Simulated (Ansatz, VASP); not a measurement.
## One calculation of InAs, two programs

```
In As
1.0
     0.00000    3.05607    3.05607
     3.05607    0.00000    3.05607
     3.05607    3.05607    0.00000
In As
1 1
Direct
  0.00000 0.00000 0.00000
  0.75000 0.75000 0.75000
```

Alike in both runs: functional PBE; dispersion D3(BJ); k mesh 12 × 12 × 12; occupations gaussian, width 0.1 eV; no spin polarisation.

Ansatz relaxed the structure, and its values are those at the end. VASP's run is a single point on that final structure, the one shown.

```csv
,VASP,Ansatz
version,VASP 6.6.1,Ansatz 0.2.0
potentials or method,"VASP PAW PBE potentials, release 64 (In_d, As), cutoff 500 eV","scalar-relativistic, plane waves, PAW"
valence electrons in the cell,18,28
```

|  | VASP | Ansatz | Ansatz less VASP |
| --- | --- | --- | --- |
| gap on the k mesh at the Fermi level (eV) | none | none | - |
| pressure (GPa) | 0.0 | 0.0 | -0.06 |

A gap of «none» marks a metal or a gap that the smearing closes. VASP's potentials hold 18 valence electrons a cell and Ansatz's 28, so a difference there can come from the potentials and not from the codes.
